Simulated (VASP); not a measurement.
# ScAl3 in VASP: a series of runs, part 3 of 3

VASP 6.6.1. The steps go on from the part before.

**5. Single point, PBE**

INCAR

```
PREC     = Accurate       # precision mode
ENCUT    = 400            # plane-wave cutoff, eV
EDIFF    = 1E-6           # SCF threshold, eV
ISMEAR   = -1             # smearing method
SIGMA    = 0.05           # smearing width, eV
LREAL    = Auto         
LASPH    = T              # aspherical terms in the spheres
NELM     = 120            # most SCF steps
ALGO     = Normal         # electronic algorithm
ISIF     = 2              # what is computed and relaxed
LWAVE    = F              # write WAVECAR
LCHARG   = F              # write CHGCAR
GGA      = PE             # functional
NBANDS   = 54             # bands
ISYM     = -1           
GGA_COMPAT= F
```

KPOINTS

```
explicit points
1
Reciprocal
  0.25000000   0.25000000   0.25000000 1
```

POSCAR

```
ScAl3
1.0
    7.0248240000      0.2007760000     -0.0094590000
    0.2007760000      6.6358760000      0.3234210000
   -0.0094590000      0.3234210000      6.6710660000
Sc Al
4 12
Direct
    0.4417496904      0.2234057189      0.4921591856
    0.7567255445      0.4643774981      0.2567525838
    0.7311632730      0.9302186720      0.7514422463
    0.4232431615      0.7149836486      1.0147241431
    0.1591918310      0.5276364297      0.7917673268
    1.0038948374      0.6860970389      0.4372942272
    0.1844467632      0.4196927527      0.1790126544
    0.9669735821      0.1613823653      0.9707086030
    0.4918955159      0.2392309975     -0.0127637005
    1.0051830748      0.2679411870      0.5289510282
    0.0010735579      0.7622318411      0.0277423984
    0.7339275208      0.4708764477      0.7213608573
    0.7106571622      0.9201085749      0.2554400857
    0.1749426810      0.9270586242      0.6975015021
    0.4570840273      0.7324201421      0.5087463537
    0.2153861442      0.0365493791      0.2720153722
```

Potentials or basis: VASP PAW PBE potentials, release 64 (Sc_sv, Al).

Command:

```console
$ cat potpaw_PBE.64/Sc_sv/POTCAR potpaw_PBE.64/Al/POTCAR > POTCAR
$ mpirun -np 1 vasp_std > vasp.out
```

OUTCAR:

```text
PREC = Accurate
   ENCUT = 400
   EDIFF = 1E-6
   ISMEAR = -1
   LREAL = Auto
   LASPH = T
   NELM = 120
   ISIF = 2
   GGA = PE
   ISYM = -1

 ion  position               nearest neighbor table
   1  0.442  0.223  0.492-  16 2.61   7 2.92  14 3.03  10 3.08   3 3.13   2 3.14  12 3.18  13 3.21
                            15 3.25   9 3.34   9 3.38
   2  0.757  0.464  0.257-   6 2.70  10 2.71  11 3.00  13 3.03   7 3.05  12 3.11   9 3.13   1 3.14
                             4 3.14   8 3.21  15 3.25
   3  0.731  0.930  0.751-  11 2.76   8 2.82  15 2.96  12 3.08   4 3.12   9 3.12   1 3.13  14 3.14
                            10 3.29   6 3.32  13 3.32  13 3.36
   4  0.423  0.715  0.015-   5 2.80   7 2.80  14 2.94  11 2.97  13 3.04   3 3.12   2 3.14  16 3.16
                             9 3.19  15 3.32  15 3.38  12 3.38
   5  0.159  0.528  0.792-  11 2.54   7 2.62  14 2.68   6 2.70   4 2.80  10 2.83   8 3.00  12 3.08
                            15 3.11   9 3.13
   6  0.004  0.686  0.437-   5 2.70   2 2.70  13 2.72  11 2.73  10 2.79  14 2.79   7 2.84  16 2.96
                            12 3.01  15 3.26   3 3.32
   7  0.184  0.420  0.179-  16 2.56   5 2.62  11 2.66   9 2.78  10 2.79   4 2.80   8 2.83   6 2.84
                             1 2.92   2 3.05
   8  0.967  0.161  0.971-  11 2.64  16 2.70   3 2.82   7 2.83  14 2.86  12 2.94  10 2.98   5 3.00
                            13 3.03   2 3.21   9 3.35
   9  0.492  0.239  0.987-   7 2.78  12 2.86  13 2.99  16 3.00   3 3.12   2 3.13   5 3.13   4 3.19
                             1 3.34   8 3.35   1 3.38
  10  0.005  0.268  0.529-  14 2.65  12 2.67   2 2.71  16 2.78   6 2.79   7 2.79   5 2.83   8 2.98
                             1 3.08   3 3.29
  11  0.001  0.762  0.028-   5 2.54   8 2.64   7 2.66  14 2.69   6 2.73   3 2.76  13 2.77   4 2.97
                             2 3.00  16 3.02
  12  0.734  0.471  0.721-  10 2.67  15 2.82   9 2.86   8 2.94   6 3.01   5 3.08   3 3.08   2 3.11
                             1 3.18   4 3.38
  13  0.711  0.920  0.255-   6 2.72  15 2.73  11 2.77   9 2.99   2 3.03   8 3.03   4 3.04   1 3.21
                             3 3.32   3 3.36
  14  0.175  0.927  0.698-  10 2.65   5 2.68  15 2.69  11 2.69   6 2.79   8 2.86  16 2.88   4 2.94
                             1 3.03   3 3.14
  15  0.457  0.732  0.509-  14 2.69  13 2.73  12 2.82  16 2.91   3 2.96   5 3.11   1 3.25   2 3.25
                             6 3.26   4 3.32   4 3.38
  16  0.215  0.037  0.272-   7 2.56   1 2.61   8 2.70  10 2.78  14 2.88  15 2.91   6 2.96   9 3.00
                            11 3.02   4 3.16

IMPORTANT INFORMATION: All symmetrisations will be switched off!
NOSYMM: (Re-)initialisation of all symmetry stuff for point group C_1.

----------------------------------------------------------------------------------------

                                     Primitive cell

  volume of cell :     309.9719

  direct lattice vectors                    reciprocal lattice vectors
     7.024824000  0.200776000 -0.009459000     0.142476656 -0.004330873  0.000411985
     0.200776000  6.635876000  0.323421000    -0.004330873  0.151184571 -0.007335744
    -0.009459000  0.323421000  6.671066000     0.000411985 -0.007335744  0.150257310

  length of vectors
     7.027698962  6.646785872  6.678908009     0.142543059  0.151424385  0.150436837

  position of ions in fractional coordinates (direct lattice)
     0.441749690  0.223405719  0.492159186
     0.756725544  0.464377498  0.256752584
     0.731163273  0.930218672  0.751442246
     0.423243161  0.714983649  0.014724143
     0.159191831  0.527636430  0.791767327
     0.003894837  0.686097039  0.437294227
[... 8 lines left out ...]
     0.457084027  0.732420142  0.508746354
     0.215386144  0.036549379  0.272015372

  ion indices of the primitive-cell ions
   primitive index   ion index
                 1           1
                 2           2
                 3           3
                 4           4
                 5           5
                 6           6
[... 8 lines left out ...]
                15          15
                16          16

----------------------------------------------------------------------------------------

 KPOINTS: explicit points

Read explicit list of k-points.

 Found      1 k-points:

 Following reciprocal coordinates:
            Coordinates               Weight
  0.250000  0.250000  0.250000      1.000000
   k-points           NKPTS =      1   k-points in BZ     NKDIM =      1   number of bands    NBANDS=     54
   number of dos      NEDOS =    301   number of ions     NIONS =     16
   total plane-waves  NPLWV = 110592
   dimension x,y,z NGX =    48 NGY =   48 NGZ =   48
   dimension x,y,z NGXF=    96 NGYF=   96 NGZF=   96
   ions per type =               4  12
   NGX,Y,Z   is equivalent  to a cutoff of  11.35, 12.01, 11.95 a.u.
   NGXF,Y,Z  is equivalent  to a cutoff of  22.71, 24.01, 23.90 a.u.
 SYSTEM =  unknown system
   PREC   = accura    normal or accurate (medium, high low for compatibility)
   ISTART =      0    job   : 0-new  1-cont  2-samecut
   ICHARG =      2    charge: 1-file 2-atom 10-const
   ISPIN  =      1    spin polarized calculation?
   LNONCOLLINEAR =      F non collinear calculations
   LSORBIT =      F    spin-orbit coupling
   LASPH  =      T    aspherical Exc in radial PAW
   ENCUT  =  400.0 eV  29.40 Ry    5.42 a.u.  11.46 10.84 10.89*2*pi/ulx,y,z
   NELM   =    120;   NELMIN=  2; NELMDL= -5     # of ELM steps
   EDIFF  = 0.1E-05   stopping-criterion for ELM
   LREAL  =      T    real-space projection
   EDIFFG = 0.1E-04   stopping-criterion for IOM
   NSW    =      0    number of steps for IOM
   IBRION =     -1    ionic relax: 0-MD 1-quasi-New 2-CG
   NFREE  =      0    steps in history (QN), initial steepest desc. (CG)
   ISIF   =      2    stress and relaxation
   ISYM   =     -1    0-nonsym 1-usesym 2-fastsym
   POTIM  = 0.5000    time-step for ionic-motion
   TEBEG  =    0.0;   TEEND  =   0.0 temperature during run
   PSTRESS=    0.0 pullay stress
   NELECT =      80.0000    total number of electrons
   NUPDOWN=      -1.0000    fix difference up-down
   EMIN   =  10.00;   EMAX   =-10.00  energy-range for DOS
   EFERMI =   0.00;   METHOD = LEGACY
   ISMEAR =    -1;   SIGMA  =   0.05  broadening in eV -4-tet -1-fermi 0-gaus
   EFERMI_NEDOS =   21; number of points for ismear=-14 and -15
   IALGO  =     38    algorithm
   IMIX   =      4    mixing-type and parameters
     AMIX     =   0.40;   BMIX     =  1.00
     AMIX_MAG =   1.60;   BMIX_MAG =  1.00
  volume/ion in A,a.u.               =      19.37       130.74
  Fermi-wavevector in a.u.,A,eV,Ry     =   1.042311  1.969682 14.781539  1.086412
  Thomas-Fermi vector in A             =   2.176971
   LORBIT       =      0    0 simple, 1 ext, 2 COOP (PROOUT), +10 PAW based schemes
   GGA     = PE    functional components
   LHFCALC =     F    Hartree Fock is set to
   AEXX    =    0.0000 exact exchange contribution
   IVDW    =     0    specifies the selected vdW correction
   LEPSILON=     F    determine dielectric tensor
   LRPA    =     F    only Hartree local field effects (RPA)
 non-spin polarized calculation
  energy-cutoff  :      400.00
  volume of cell :      309.97
 maximum number of plane-waves:      5644
 NGX is ok and might be reduce to    48
   NGX = 23   NGY = 21   NGZ = 21

 number of electron      80.0000015 magnetization

 Free energy of the ion-electron system (eV)
  ---------------------------------------------------
  ext. energy  EPLUGINS =         0.00000000
  ---------------------------------------------------
  free energy    TOTEN  =       -71.38682655 eV

  energy without entropy =      -71.30535491  energy(sigma->0) =      -71.34609073

 E-fermi :   5.9680     XC(G=0):  -9.8777

 val. band max:        5.8614339160   @ k =   0.2500   0.2500   0.2500
 cond. band min:       6.0649684248   @ k =   0.2500   0.2500   0.2500
 fundamental gap:      0.2035345087
 Fermi energy:         5.9679960235

 k-point     1 :       0.2500    0.2500    0.2500
  band No.  band energies     occupation
      1     -43.4382      2.00000
      2     -43.3921      2.00000
      3     -43.3646      2.00000
      4     -43.2512      2.00000
      5     -22.2129      2.00000
      6     -22.1794      2.00000
[... 44 lines left out ...]
     51       7.8321      0.00000
     52       8.0483      0.00000
 [bands above 52 left out]

------------------------ aborting loop because EDIFF is reached ----------------------------------------

  FORCE on cell =-STRESS in cart. coord.  units (eV):
  Direction    XX          YY          ZZ          XY          YZ          ZX
  --------------------------------------------------------------------------------------
  -------------------------------------------------------------------------------------
  Total       -2.5903044     -3.2246947     -1.6146174     -1.3805967     -7.6419188      4.3547168
  in kB      -13.3887181    -16.6677434     -8.3456051     -7.1360032    -39.4994110     22.5085810
  external PRESSURE =     -12.8006889 kB  Pullay stress =       0.0000000 kB

 VOLUME and BASIS-vectors are now :
 -----------------------------------------------------------------------------
  energy-cutoff  :      400.00
  volume of cell :      309.97
      direct lattice vectors                 reciprocal lattice vectors
     7.024824000  0.200776000 -0.009459000     0.142476656 -0.004330873  0.000411985
     0.200776000  6.635876000  0.323421000    -0.004330873  0.151184571 -0.007335744
    -0.009459000  0.323421000  6.671066000     0.000411985 -0.007335744  0.150257310

 POSITION                                       TOTAL-FORCE (eV/Angst)
 -----------------------------------------------------------------------------------
      3.14341      1.73036      3.35130         0.149842      0.197702      0.703067
      5.40667      3.31652      1.85585        -0.572054      0.225966     -0.981972
      5.31595      6.56265      5.30686         0.550132      0.873473     -0.430585
      3.11662      4.83428      0.32546        -0.016281      0.053693     -0.112794
      1.21674      3.78937      5.45107         0.538947     -0.777340     -0.488266
      0.16098      4.69507      3.13908         0.096762      0.078458      0.041256
[... 8 lines left out ...]
      3.35317      5.11656      3.62644         0.259360     -0.133807     -0.030911
      1.51781      0.37376      1.82442        -0.229936     -1.123365     -0.165712
 -----------------------------------------------------------------------------------
    total drift:                               -0.003571     -0.002930      0.001800

  FREE ENERGIE OF THE ION-ELECTRON SYSTEM (eV)
  ---------------------------------------------------
  free  energy   TOTEN  =       -71.3868265546 eV

  energy  without entropy=      -71.3053549062  energy(sigma->0) =      -71.34609073
```

Wall time 37 s (1 thread of AMD EPYC 7R13 (Zen 3), shared host); peak memory 0.27 GiB.

What came out:

```
Free energy   : -71.3868 eV
Pressure      : -1.3 GPa
Largest force : 1.299 eV/Å
```

Forces in eV/Å, atoms in the order of the input:
```
Sc   0.150  0.198  0.703
Sc  -0.572  0.226 -0.982
Sc   0.550  0.873 -0.431
Sc  -0.016  0.054 -0.113
Al   0.539 -0.777 -0.488
Al   0.097  0.078  0.041
Al  -0.101 -0.313  0.444
Al  -0.509  0.255 -0.477
Al   0.370 -0.045  0.469
Al   0.308 -0.291  0.668
Al  -0.131  0.663  1.109
Al  -0.417 -0.307  0.204
Al  -0.409  0.553 -0.713
Al   0.112  0.089 -0.238
Al   0.259 -0.134 -0.031
Al  -0.230 -1.123 -0.166
```

Stress tensor (GPa, compression positive):
```
-1.34 -0.71  2.25
-0.71 -1.67 -3.95
 2.25 -3.95 -0.83
```

Caveat: the atoms stand as in a frame of molecular dynamics.

**6. Single point, PBE**

INCAR

```
SYSTEM = ScAl3
PREC     = Accurate       ! precision mode
ENCUT    = 400            ! plane-wave cutoff, eV
EDIFF    = 1E-6           ! SCF threshold, eV
ISMEAR   = -1             ! smearing method
SIGMA    = 0.05           ! smearing width, eV
LREAL    = Auto         
LASPH    = .True.         ! aspherical terms in the spheres
NELM     = 120            ! most SCF steps
ALGO     = Normal         ! electronic algorithm
ISIF     = 2              ! what is computed and relaxed
LWAVE    = .False.        ! write WAVECAR
LCHARG   = .False.        ! write CHGCAR
GGA      = PE             ! functional
ISYM     = -1           
NBANDS   = 54             ! bands
GGA_COMPAT= .False.
```

KPOINTS is that of step 5.

POSCAR

```
ScAl3
1.0
    7.0248240000      0.2007760000     -0.0094590000
    0.2007760000      6.6358760000      0.3234210000
   -0.0094590000      0.3234210000      6.6710660000
Sc Al
4 12
Direct
    0.4240567602      0.2301595665      0.5140737201
    0.7877035048      0.4445222581      0.2271789927
    0.7528222200      0.9956293127      0.7302114111
    0.4386561179      0.7263053869      1.0047272555
    0.2358503264      0.5009104172      0.7975286049
    0.9651669784      0.6856267582      0.4687125600
    0.1852081970      0.4164155195      0.1741441863
    0.9937733761      0.1902729170      0.9391371402
    0.4893573937      0.2261042848      0.0291656472
    1.0191708515      0.2742753363      0.5343865484
    0.0080193714      0.7865723975      0.0495329868
    0.7253309118      0.4493880706      0.7063469865
    0.7115292652      0.9649051526      0.2158426803
    0.1647363634      0.9030340782      0.7028786789
    0.4883246571      0.7218534617      0.5338430911
    0.2326659370     -0.0008867588      0.3097810130
```

Potentials or basis: VASP PAW PBE potentials, release 64 (Sc_sv, Al).

Command:

```console
$ cat potpaw_PBE.64/Sc_sv/POTCAR potpaw_PBE.64/Al/POTCAR > POTCAR
$ mpirun -np 1 vasp_std > vasp.out
```

Wall time 39 s (1 thread of AMD EPYC 7R13 (Zen 3), shared host); peak memory 0.27 GiB.

It converged, with:

```yaml
Free_energy: -71.4922 eV
Pressure: -0.2 GPa
Largest_force: 1.131 eV/Å
```

Forces in eV/Å, atoms in the order of the input:
```
Sc   0.573  0.398  0.077
Sc  -1.064  0.373 -0.093
Sc  -0.042 -0.648  0.188
Sc   0.483  0.200  0.266
Al  -0.449  0.058 -0.888
Al   0.053 -0.072 -0.448
Al   0.145 -0.022  0.900
Al   0.110 -0.270  0.195
Al  -0.200  0.634 -0.465
Al   0.509 -0.123  0.321
Al   0.189 -0.410  0.240
Al  -0.379 -0.352  0.478
Al   0.123 -0.616  0.671
Al   0.523  0.401 -0.094
Al   0.005  0.664 -0.462
Al  -0.579 -0.215 -0.886
```

Stress tensor (GPa, compression positive):
```
 1.45  0.27  3.17
 0.27 -0.78 -3.05
 3.17 -3.05 -1.31
```

Levels at points of the mesh, in eV from the Fermi level:
```csv
k point,band 36,band 37,band 38,band 39,band 40,band 41,band 42,band 43,band 44,band 45
"(0.25, 0.25, 0.25)",-0.76,-0.62,-0.48,-0.21,-0.06,0.06,0.71,0.82,0.95,1.08
```

Caveat: the atoms stand as in a frame of molecular dynamics.

**7. Single point, PBE**

INCAR

```
SYSTEM = ScAl3
ALGO = Normal ; EDIFF = 1E-6
ENCUT = 400 ; GGA = PE
GGA_COMPAT = .FALSE. ; ISIF = 2
ISMEAR = -1 ; ISYM = -1
LASPH = .TRUE. ; LCHARG = .TRUE.
LELF = .TRUE. ; LREAL = Auto
LVHAR = .TRUE. ; LWAVE = .FALSE.
NBANDS = 54 ; NELM = 120
PREC = Accurate ; SIGMA = 0.05
```

KPOINTS is that of step 6.

POSCAR

```
ScAl3
1.0
    7.0248240000      0.2007760000     -0.0094590000
    0.2007760000      6.6358760000      0.3234210000
   -0.0094590000      0.3234210000      6.6710660000
Sc Al
4 12
Direct
    0.4445048635      0.2260602596      0.5313360618
    0.7701329107      0.4585884562      0.2581361884
    0.7963508058      0.9661947562      0.7389757511
    0.4692446864      0.7153368335      0.9774609682
    0.2431194575      0.5040159549      0.7878958659
    1.0123248820      0.6884073507      0.4448463240
    0.2238784152      0.4376833133      0.1968251687
    1.0275605063      0.1885905707      0.9846882858
    0.5092645523      0.2284904111     -0.0111808913
    1.0409897247      0.2696186509      0.5561429595
    0.0296659185      0.7780721484      0.0557214900
    0.7548109284      0.4810010672      0.7224226099
    0.6988667617      0.9508551607      0.2352147399
    0.2033217885      0.9199141560      0.7172496366
    0.5097674091      0.7447221515      0.5369134569
    0.2667897090      0.0195387633      0.2752580049
```

Command:

```console
$ cat potpaw_PBE.64/Sc_sv/POTCAR potpaw_PBE.64/Al/POTCAR > POTCAR
$ mpirun -np 1 vasp_std > vasp.out
```

It took 37 s on 1 thread of AMD EPYC 7R13 (Zen 3), shared host; peak memory 0.27 GiB.

The run converged. Its results:

| Property | Result |
| --- | --- |
| Free energy | -71.6297 eV |
| Pressure | -1.2 GPa |
| Largest force | 1.215 eV/Å |

Forces on the atoms (eV/Å):
```
Sc   1.115  0.152  0.276
Sc   0.135  0.170 -0.238
Sc  -0.352  0.288 -0.089
Sc   0.749  0.524  0.800
Al  -0.639  0.207 -0.189
Al  -0.067  0.054  0.376
Al  -0.094 -0.449  0.359
Al  -0.610 -0.547 -0.791
Al   0.251  0.299  0.181
Al   0.005  0.189 -0.204
Al  -0.065  0.167 -0.036
Al  -0.085 -0.696  0.227
Al   0.313 -0.061  0.168
Al  -0.170 -0.062 -0.730
Al  -0.318  0.245 -0.454
Al  -0.167 -0.480  0.346
```

Stress tensor (GPa, compression positive):
```
-0.01 -0.19  2.81
-0.19 -2.26 -3.73
 2.81 -3.73 -1.30
```

Levels at points of the mesh, in eV from the Fermi level:
| k point | band 38 | band 39 | band 40 | band 41 | band 42 | band 43 |
| --- | --- | --- | --- | --- | --- | --- |
| (0.25, 0.25, 0.25) | -0.40 | -0.16 | -0.05 | 0.04 | 0.66 | 0.79 |

Caveat: the atoms stand as in a frame of molecular dynamics.

**8. Summary**

```tsv
cell	smearing	pressure (GPa)	largest force (eV/Å)
as given, atomic positions A	fermi-dirac 0.0715 eV	-0.8	1.61
as given, atomic positions B	fermi-dirac 0.0715 eV	0.0	1.71
as given, atomic positions C	fermi-dirac 0.0715 eV	2.1	2.73
as given, atomic positions D	fermi-dirac 0.05 eV	-1.3	1.30
as given, atomic positions E	fermi-dirac 0.05 eV	-0.2	1.13
as given, atomic positions F	fermi-dirac 0.05 eV	-1.2	1.21
```

Alike in all rows: task single point; level PBE; potentials or basis VASP PAW PBE potentials, release 64 (Sc_sv, Al); no spin polarisation; k mesh 1 × 1 × 1, shifted; cutoff (eV) 400.

Caveats: the atoms stand as in a frame of molecular dynamics.

Absolute energies hang on the potentials; compare differences alone.
